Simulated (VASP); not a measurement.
The system is Zn3InN3.

```
Zn In N
1.0
     4.66908    0.00000    0.00000
     0.00000    4.66908    0.00000
     0.00000    0.00000    4.66908
Zn In N
3 1 3
Direct
  0.50000 0.50000 0.00000
  0.00000 0.50000 0.50000
  0.50000 0.00000 0.50000
  0.50000 0.50000 0.50000
  0.50000 0.00000 0.00000
  0.00000 0.50000 0.00000
  0.00000 0.00000 0.50000
```

The cell was generated, and may not be a known phase.

| Quantity | Value |
| --- | --- |
| Program | VASP 6.6.1 |
| Task | relaxation of cell and atoms |
| Functional | PBE |
| Potentials or basis | VASP PAW PBE potentials, release 64 (Zn, In_d, N) |
| Cutoff | 600 eV |
| k mesh | 4 × 4 × 4 |
| Occupations | gaussian, width 0.1 eV |
| Spin | collinear spin, ferromagnetic start |
| Starting moments | [0.0, 0.0, 0.0, 0.0, 1.0, 1.0, 1.0] μB |

At the start: pressure 9.9 GPa; volume 14.54 Å³/atom.

Q: How do energy, volume and symmetry change on relaxing?

A: Over 3 steps the energy falls by 47.5 meV/atom and the volume is 16.26 Å³/atom (+11.8 %); space group Pm-3m (No. 221, to 0.1 Å) before and after; moment 2.74 μB per cell.

Step by step:
```tsv
step	energy change (eV)	largest force (eV/Å)	pressure (GPa)	volume (Å³)
1	0.0000	0.0000	9.93	101.79
2	-0.3271	0.0000	-0.93	115.65
3	-0.3322	0.0000	0.02	113.84
```

Final structure:
```xyz
7
Lattice="4.8466 0.0000 0.0000 0.0000 4.8466 0.0000 0.0000 0.0000 4.8466" Properties=species:S:1:pos:R:3 pbc="T T T"
Zn    2.4233    2.4233    0.0000
Zn    0.0000    2.4233    2.4233
Zn    2.4233    0.0000    2.4233
In    2.4233    2.4233    2.4233
N     2.4233    0.0000    0.0000
N     0.0000    2.4233    0.0000
N     0.0000    0.0000    2.4233
```
